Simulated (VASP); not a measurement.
Input of a VASP 6.6.1 run:

INCAR

```
SYSTEM = Mg
PREC = Accurate
ENCUT = 520
EDIFF = 1E-6
ISMEAR = -1
SIGMA = 0.05
LREAL = .FALSE.
LASPH = .TRUE.
NELM = 60
ALGO = Normal
ISIF = 2
LWAVE = .FALSE.
LCHARG = .FALSE.
GGA = PS
NBANDS = 7
```

Contents of KPOINTS:

```
Automatic mesh
0
G
  14 14 13
  0 0 0
```

File POSCAR:

```
Mg
1.0
    3.0956802792      0.0000000000      0.0000000000
   -1.5478401396      2.6809377638      0.0000000000
    0.0000000000      0.0000000000      3.1262160169
Mg
1
Direct
    0.0000000000      0.0000000000      0.0000000000
```

Potentials or basis: VASP PAW PBE potentials, release 64 (Mg).

The run is started by

```sh
$ cat potpaw_PBE.64/Mg/POTCAR > POTCAR
$ mpirun -np 1 vasp_std > vasp.out
```

Question: Predict the pressure.

Answer: -0.9 GPa.

Question: What does it give for the band gap on the k mesh?

Answer: Zero (bands 1 and 2 overlap by 4.28 eV).

Caveat: the PAW data sets were made with another functional, which shifts forces and pressure a little.
